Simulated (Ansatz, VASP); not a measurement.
**Ge in VASP and in Ansatz**

File INCAR:

```
  PREC = Accurate
  ENCUT = 520
  EDIFF = 1E-6
  ISMEAR = -1
  SIGMA = 0.1
  LREAL = False
  LASPH = True
  NELM = 100
  ALGO = Normal
  ISIF = 2
  LWAVE = False
  LCHARG = True
  GGA = PE
  LELF = True
  LVHAR = True
  NBANDS = 13
```

KPOINTS

```
regular mesh
0
Gamma
  15 15 15
```

Contents of POSCAR:

```
Ge
1.0
   -1.7558791781      1.7558791781      1.7558791781
    1.7558791781     -1.7558791781      1.7558791781
    1.7558791781      1.7558791781     -1.7558791781
Ge
1
Direct
    0.0000000000      0.0000000000      0.0000000000
```

Input for Ansatz:

```yaml
crystal:
  lattice:
    - [-1.7558791781, 1.7558791781, 1.7558791781]
    - [1.7558791781, -1.7558791781, 1.7558791781]
    - [1.7558791781, 1.7558791781, -1.7558791781]
  atoms:
    - { symbol: Ge, position: [0.0, 0.0, 0.0] }
hamiltonian:
  xc: pbe
  pseudopotentials:
    kind: paw
    azcp:
      Ge: "pseudopotentials/Ge.paw.azcp"
basis:
  ecutwfc: 420
  fft_grid_basis: typed
kpoints:
  mp_grid: { grid: [15, 15, 15], shift: [0, 0, 0] }
magnetization:
  spin_polarized: false
scf:
  occupations: { method: fermi_dirac, width: 0.1 }
  lower_state_search: "off"
output:
  stress: true
  write_density: true
  write_potential: true
  elf: true
  volumetric_format: npy
```

Alike in both runs: task single point; functional PBE; k mesh 15 × 15 × 15; occupations fermi-dirac, width 0.1 eV; no spin polarisation.

|  | VASP | Ansatz |
| --- | --- | --- |
| version | VASP 6.6.1 | Ansatz 0.2.0 |
| potentials or method | VASP PAW PBE potentials, release 64 (Ge_d), cutoff 520 eV | plane waves (420 eV) with PAW, scalar-relativistic |
| valence electrons in the cell | 14 | 14 |

```csv
,VASP,Ansatz,Ansatz less VASP
pressure (GPa),-5.9,-5.8,+0.09
```
